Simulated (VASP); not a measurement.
# Be (P6_3/mmc) in VASP: further runs

The runs below take Be through single point, with revPBE+D3(BJ), revPBE.

Everything below comes from runs of VASP 6.6.1. Logs are shortened: lines on timing, memory, paths and dates and some standing lists are left out, and cuts for length are marked.

### 1 The cell of the first run

It takes space group P6_3/mmc (No. 194, hexagonal). Conventional cell: a = 2.285 Å, b = 2.285 Å, c = 3.584 Å, α = 90.00°, β = 90.00°, γ = 120.00°. Within 2.9 Å of Be (site symmetry -6m2) lie 12 Be at 2.23 to 2.29 Å.

### 2 Single point, revPBE+D3(BJ)

Contents of INCAR:

```
SYSTEM = Be
ALGO     = Normal         ! electronic algorithm
EDIFF    = 1E-6           ! SCF threshold, eV
ENCUT    = 600            ! plane-wave cutoff, eV
GGA      = RE             ! functional
GGA_COMPAT= .FALSE.      
ISIF     = 2              ! what is computed and relaxed
ISMEAR   = -1             ! smearing method
IVDW     = 12             ! dispersion correction
LASPH    = .TRUE.         ! aspherical terms in the spheres
LCHARG   = .FALSE.        ! write CHGCAR
LREAL    = .FALSE.        ! projectors in reciprocal space
LWAVE    = .FALSE.        ! write WAVECAR
NBANDS   = 9              ! bands
NELM     = 120            ! most SCF steps
PREC     = Accurate       ! precision mode
SIGMA    = 0.1            ! smearing width, eV
```

Contents of KPOINTS:

```
k-points
0
G
  15 15 8
  0 0 0
```

Contents of POSCAR:

```
Be
1.0
    2.2853000000      0.0000000000      0.0000000000
   -1.1426500000      1.9791278600      0.0000000000
    0.0000000000      0.0000000000      3.5842000000
Be
2
Direct
    0.3333333333      0.6666666667      0.2500000000
    0.6666666667      0.3333333333      0.7500000000
```

Potentials or basis: VASP PAW PBE potentials, release 64 (Be).

Launch:

```sh
$ cat potpaw_PBE.64/Be/POTCAR > POTCAR
$ mpirun -np 1 vasp_std > vasp.out
```

OUTCAR:

```text
SYSTEM = Be
   EDIFF = 1E-6
   ENCUT = 600
   GGA = RE
   ISIF = 2
   ISMEAR = -1
   IVDW = 12
   LASPH = .TRUE.
   LREAL = .FALSE.
   NELM = 120
   PREC = Accurate
 IVDW          = 12

 ion  position               nearest neighbor table
   1  0.333  0.667  0.250-   2 2.23   2 2.23   2 2.23   2 2.23   2 2.23   2 2.23
   2  0.667  0.333  0.750-   1 2.23   1 2.23   1 2.23   1 2.23   1 2.23   1 2.23

  LATTYP: Found a hexagonal cell.
 ALAT       =     2.2853000000
 C/A-ratio  =     1.5683717674

  Lattice vectors:

 A1 = (   2.2853000000,   0.0000000000,   0.0000000000)
 A2 = (  -1.1426500000,   1.9791278600,   0.0000000000)
 A3 = (   0.0000000000,   0.0000000000,   3.5842000000)

Analysis of symmetry for initial positions (statically):
=====================================================================
 Subroutine PRICEL returns:
 Original cell was already a primitive cell.

 Routine SETGRP: Setting up the symmetry group for a
 hexagonal supercell.

 Subroutine GETGRP returns: Found 24 space group operations
 (whereof 12 operations were pure point group operations)
 out of a pool of 24 trial point group operations.

The static configuration has the point symmetry D_3d.
 The point group associated with its full space group is D_6h.

Analysis of symmetry for dynamics (positions and initial velocities):
=====================================================================
 Subroutine PRICEL returns:
 Original cell was already a primitive cell.

 Routine SETGRP: Setting up the symmetry group for a
 hexagonal supercell.

 Subroutine GETGRP returns: Found 24 space group operations
 (whereof 12 operations were pure point group operations)
 out of a pool of 24 trial point group operations.

The dynamic configuration has the point symmetry D_3d.
 The point group associated with its full space group is D_6h.

 Subroutine INISYM returns: Found 24 space group operations
 (whereof 12 operations are pure point group operations),
 and found     1 'primitive' translations

----------------------------------------------------------------------------------------

                                     Primitive cell

  volume of cell :      16.2110

  direct lattice vectors                    reciprocal lattice vectors
     2.285300000  0.000000000  0.000000000     0.437579311  0.252636533  0.000000000
    -1.142650000  1.979127860  0.000000000     0.000000000  0.505273065  0.000000000
     0.000000000  0.000000000  3.584200000     0.000000000  0.000000000  0.279002288

  length of vectors
     2.285300000  2.285300004  3.584200000     0.505273066  0.505273065  0.279002288

  position of ions in fractional coordinates (direct lattice)
     0.333333333  0.666666667  0.250000000
     0.666666667  0.333333333  0.750000000

  ion indices of the primitive-cell ions
   primitive index   ion index
                 1           1
                 2           2

----------------------------------------------------------------------------------------

 KPOINTS: k-points

Automatic generation of k-mesh.
 Grid dimensions read from file:
 generate k-points for:   15   15    8

 Generating k-lattice:

  Cartesian coordinates                     Fractional coordinates (reciprocal lattice)
     0.029171954  0.016842436  0.000000000     0.066666667  0.000000000  0.000000000
     0.000000000  0.033684871  0.000000000     0.000000000  0.066666667  0.000000000
     0.000000000  0.000000000  0.034875286     0.000000000  0.000000000  0.125000000

  Length of vectors
     0.033684871  0.033684871  0.034875286

  Shift w.r.t. Gamma in fractional coordinates (k-lattice)
     0.000000000  0.000000000  0.000000000

 Subroutine IBZKPT returns following result:
 ===========================================

 Found    135 irreducible k-points:

 Following reciprocal coordinates:
            Coordinates               Weight
  0.000000  0.000000  0.000000      1.000000
  0.066667 -0.000000  0.000000      6.000000
  0.133333 -0.000000  0.000000      6.000000
  0.200000 -0.000000  0.000000      6.000000
  0.266667 -0.000000  0.000000      6.000000
  0.333333 -0.000000  0.000000      6.000000
[... 16 lines left out ...]
  0.333333  0.200000  0.000000     12.000000
  0.400000  0.200000  0.000000      6.000000
 [... further k-points ...]
   k-points           NKPTS =    135   k-points in BZ     NKDIM =    135   number of bands    NBANDS=      9
   number of dos      NEDOS =    301   number of ions     NIONS =      2
   total plane-waves  NPLWV =   9720
   dimension x,y,z NGX =    18 NGY =   18 NGZ =   30
   dimension x,y,z NGXF=    36 NGYF=   36 NGZF=   60
   ions per type =               2
   NGX,Y,Z   is equivalent  to a cutoff of  13.09, 13.09, 13.91 a.u.
   NGXF,Y,Z  is equivalent  to a cutoff of  26.19, 26.19, 27.83 a.u.
 SYSTEM =  Be
   PREC   = accura    normal or accurate (medium, high low for compatibility)
   ISTART =      0    job   : 0-new  1-cont  2-samecut
   ICHARG =      2    charge: 1-file 2-atom 10-const
   ISPIN  =      1    spin polarized calculation?
   LNONCOLLINEAR =      F non collinear calculations
   LSORBIT =      F    spin-orbit coupling
   LASPH  =      T    aspherical Exc in radial PAW
   ENCUT  =  600.0 eV  44.10 Ry    6.64 a.u.   4.56  4.56  7.16*2*pi/ulx,y,z
   NELM   =    120;   NELMIN=  2; NELMDL= -5     # of ELM steps
   EDIFF  = 0.1E-05   stopping-criterion for ELM
   LREAL  =      F    real-space projection
   EDIFFG = 0.1E-04   stopping-criterion for IOM
   NSW    =      0    number of steps for IOM
   IBRION =     -1    ionic relax: 0-MD 1-quasi-New 2-CG
   NFREE  =      0    steps in history (QN), initial steepest desc. (CG)
   ISIF   =      2    stress and relaxation
   ISYM   =      2    0-nonsym 1-usesym 2-fastsym
   POTIM  = 0.5000    time-step for ionic-motion
   TEBEG  =    0.0;   TEEND  =   0.0 temperature during run
   PSTRESS=    0.0 pullay stress
   NELECT =       4.0000    total number of electrons
   NUPDOWN=      -1.0000    fix difference up-down
   EMIN   =  10.00;   EMAX   =-10.00  energy-range for DOS
   EFERMI =   0.00;   METHOD = LEGACY
   ISMEAR =    -1;   SIGMA  =   0.10  broadening in eV -4-tet -1-fermi 0-gaus
   EFERMI_NEDOS =   21; number of points for ismear=-14 and -15
   IALGO  =     38    algorithm
   IMIX   =      4    mixing-type and parameters
     AMIX     =   0.40;   BMIX     =  1.00
     AMIX_MAG =   1.60;   BMIX_MAG =  1.00
  volume/ion in A,a.u.               =       8.11        54.70
  Fermi-wavevector in a.u.,A,eV,Ry     =   1.026814  1.940397 14.345258  1.054347
  Thomas-Fermi vector in A             =   2.160726
   LORBIT       =      0    0 simple, 1 ext, 2 COOP (PROOUT), +10 PAW based schemes
   GGA     = RE    functional components
   LHFCALC =     F    Hartree Fock is set to
   AEXX    =    0.0000 exact exchange contribution
   IVDW    =    12    specifies the selected vdW correction
   LEPSILON=     F    determine dielectric tensor
   LRPA    =     F    only Hartree local field effects (RPA)
 non-spin polarized calculation
  energy-cutoff  :      600.00
  volume of cell :       16.21
 maximum number of plane-waves:       555
   NGX =  9   NGY =  9   NGZ = 15

 number of electron       4.0000000 magnetization

 Free energy of the ion-electron system (eV)
  ---------------------------------------------------
  ext. energy  EPLUGINS =         0.00000000
  ---------------------------------------------------
  free energy    TOTEN  =        -7.11503335 eV

  energy without entropy =       -7.10991227  energy(sigma->0) =       -7.11247281

 E-fermi :   7.1724     XC(G=0): -10.5247

 val. band max:        7.1271308498   @ k =   0.2667   0.1333   0.0000
 cond. band min:       7.2717345795   @ k =   0.3333   0.3333   0.5000
 fundamental gap:      0.1446037297
 Fermi energy:         7.1724230858

 k-point     1 :       0.0000    0.0000    0.0000
  band No.  band energies     occupation
      1      -4.3550      2.00000
      2       2.5922      2.00000
      3       7.9647      0.00072
      4      22.6458      0.00000
      5      22.6458      0.00000
      6      25.4699      0.00000
      7      25.4699      0.00000
      8      27.6867      0.00000
      9      33.4714      0.00000

 k-point     2 :       0.0667   -0.0000    0.0000
  band No.  band energies     occupation
      1      -4.2279      2.00000
      2       2.7565      2.00000
      3       8.0064      0.00048
      4      21.6016      0.00000
      5      21.8896      0.00000
      6      25.4758      0.00000
      7      25.8652      0.00000
      8      27.4325      0.00000
      9      31.6665      0.00000

 k-point     3 :       0.1333   -0.0000    0.0000
  band No.  band energies     occupation
      1      -3.8466      2.00000
      2       3.2484      2.00000
      3       8.1182      0.00016
      4      19.2396      0.00000
      5      20.5124      0.00000
      6      25.3514      0.00000
      7      26.0897      0.00000
      8      26.5001      0.00000
      9      29.0716      0.00000

 k-point     4 :       0.2000   -0.0000    0.0000
  band No.  band energies     occupation
      1      -3.2107      2.00000
      2       4.0655      2.00000
      3       8.2371      0.00005
      4      16.5803      0.00000
      5      19.1585      0.00000
      6      24.5819      0.00000
      7      24.6230      0.00000
      8      25.7134      0.00000
      9      26.9128      0.00000
[... 205 lines left out ...]
 k-point    22 :       0.2667    0.2000    0.0000
  band No.  band energies     occupation
      1       0.3611      2.00000
      2       7.6163      0.02335
      3       8.5429      0.00000
      4      10.0182      0.00000
      5      14.1275      0.00000
      6      17.8143      0.00000
      7      21.0081      0.00000
      8      22.2308      0.00000
      9      22.8686      0.00000

 k-point    23 :       0.3333    0.2000    0.0000
  band No.  band energies     occupation
      1       1.8450      2.00000
      2       5.9094      1.99999
      3       9.6626      0.00000
      4      10.3243      0.00000
      5      13.7483      0.00000
      6      15.5083      0.00000
      7      20.1716      0.00000
      8      21.9399      0.00000
      9      21.9895      0.00000

 k-point    24 :       0.4000    0.2000    0.0000
  band No.  band energies     occupation
      1       3.0186      2.00000
      2       4.5695      2.00000
      3       9.6395      0.00000
      4      11.6067      0.00000
      5      13.6265      0.00000
      6      14.0207      0.00000
      7      19.8674      0.00000
      8      21.7238      0.00000
      9      21.8464      0.00000

 [... further k-points ...]

------------------------ aborting loop because EDIFF is reached ----------------------------------------

 Edisp (eV)   -1.39273

 E8    (eV) :    -0.8802

  FORCE on cell =-STRESS in cart. coord.  units (eV):
  Direction    XX          YY          ZZ          XY          YZ          ZX
  --------------------------------------------------------------------------------------
  -------------------------------------------------------------------------------------
  Total      -1.55940    -1.55940    -1.34683     0.00000    -0.00000     0.00000
  in kB    -154.11968  -154.11968  -133.11103     0.00000    -0.00000     0.00000
  external pressure =     -147.12 kB  Pullay stress =        0.00 kB

 VOLUME and BASIS-vectors are now :
 -----------------------------------------------------------------------------
  energy-cutoff  :      600.00
  volume of cell :       16.21
      direct lattice vectors                 reciprocal lattice vectors
     2.285300000  0.000000000  0.000000000     0.437579311  0.252636533  0.000000000
    -1.142650000  1.979127860  0.000000000     0.000000000  0.505273065  0.000000000
     0.000000000  0.000000000  3.584200000     0.000000000  0.000000000  0.279002288

 POSITION                                       TOTAL-FORCE (eV/Angst)
 -----------------------------------------------------------------------------------
     -0.00000      1.31942      0.89605        -0.000000     -0.000000      0.000000
      1.14265      0.65971      2.68815         0.000000      0.000000      0.000000
 -----------------------------------------------------------------------------------
    total drift:                                0.000000     -0.000000      0.000000

  FREE ENERGIE OF THE ION-ELECTRON SYSTEM (eV)
  ---------------------------------------------------
  free  energy   TOTEN  =        -8.5077618192 eV

  energy  without entropy=       -8.5026407380  energy(sigma->0) =       -8.50520128
```

It took 22 s on 1 thread of Intel Xeon 8259CL, shared host; peak memory 0.15 GiB.

Results:

```
Free energy                : -8.5078 eV
Pressure                   : -14.7 GPa
Band gap on the k mesh     : zero (bands 2 and 3 overlap by 1.78 eV)
Dispersion energy per atom : -0.696 eV
```

Caveat: the cell stands under tension; the PAW data sets were made with another functional, which shifts forces and pressure a little.

### 3 Single point, revPBE

Contents of INCAR:

```
ALGO = Normal
EDIFF = 1E-6
ENCUT = 600
GGA = RE
GGA_COMPAT = False
ISIF = 2
ISMEAR = -1
LASPH = True
LCHARG = False
LREAL = False
LWAVE = False
NBANDS = 9
NELM = 120
PREC = Accurate
SIGMA = 0.1
```

Contents of KPOINTS:

```
k-points
0
Gamma
  15 15 8
```

POSCAR is that of step 2.

Potentials or basis: VASP PAW PBE potentials, release 64 (Be).

Launch:

```sh
$ cat potpaw_PBE.64/Be/POTCAR > POTCAR
$ mpirun -np 1 vasp_std > vasp.out
```

It took 22 s on 1 thread of Intel Xeon 8259CL, shared host; peak memory 0.14 GiB.

It converged, with:

* Free energy: -7.1150 eV
* Pressure: -0.3 GPa
* Band gap on the k mesh: zero (bands 2 and 3 overlap by 1.78 eV)

Stress tensor (GPa, compression positive):
```
-1.00  0.00  0.00
 0.00 -1.00  0.00
 0.00  0.00  1.17
```

Levels at points of the mesh, in eV from the Fermi level:
```
           k point  band 1  band 2  band 3  band 4  band 5  band 6
(0.00, 0.00, 0.00)  -11.53   -4.58    0.79   15.47   15.47   18.30
(0.00, 0.00, 0.50)   -9.36   -9.36   10.38   10.38   17.12   17.12
```

Caveat: the PAW data sets were made with another functional, which shifts forces and pressure a little.
